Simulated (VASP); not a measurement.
# Hf: single point with revPBE

Crystal: Hf.

```
Hf
1.0
     3.22018    0.00000    0.00000
    -1.61009    2.78876    0.00000
     0.00000    0.00000   10.30292
Hf
4
Cartesian
  3.2202 0.0000 10.3029
  3.2202 0.0000 5.1515
  0.0000 1.8592 2.5757
  1.6101 0.9296 7.7272
```

| Item | Value |
| --- | --- |
| Program | VASP 6.6.1 |
| Task | single point |
| Functional | revPBE |
| Potentials or basis | VASP PAW PBE potentials, release 64 (Hf_pv) |
| Cutoff | 520 eV |
| k mesh | 15 × 15 × 4 |
| Occupations | fermi-dirac, width 0.1 eV |
| Spin | no spin polarisation |
| Dipole correction | no |
| Further INCAR settings | ALGO = Normal; EDIFF = 1e-06; NBANDS = 28 |

```json
{"Pressure": "-0.5 GPa", "Band gap on the k mesh": "zero (band 20 reaches 5.78 eV, above the bottom of band 21 at 4.13 eV)"}
```

Stress tensor (GPa, compression positive):
```
-0.44  0.00  0.00
 0.00 -0.44  0.00
 0.00  0.00 -0.52
```

Levels at points of the mesh, in eV from the Fermi level:
| k point | band 16 | band 17 | band 18 | band 19 | band 20 | band 21 | band 22 | band 23 | band 24 | band 25 |
| --- | --- | --- | --- | --- | --- | --- | --- | --- | --- | --- |
| (0.00, 0.00, 0.00) | -3.53 | 0.17 | 0.21 | 0.54 | 1.08 | 1.08 | 1.19 | 1.19 | 1.50 | 1.65 |
| (0.00, 0.00, 0.50) | -3.94 | 0.08 | 0.08 | 1.02 | 1.02 | 1.26 | 1.26 | 1.26 | 1.26 | 1.52 |

Run time: 4.8 min on 1 thread of Intel Xeon 8259CL, with other jobs on the host, peak memory 0.3 GiB.

Caveat: the PAW data sets were made with another functional, which shifts forces and pressure a little; spin-orbit coupling is left out, which moves the levels of the heavy elements.
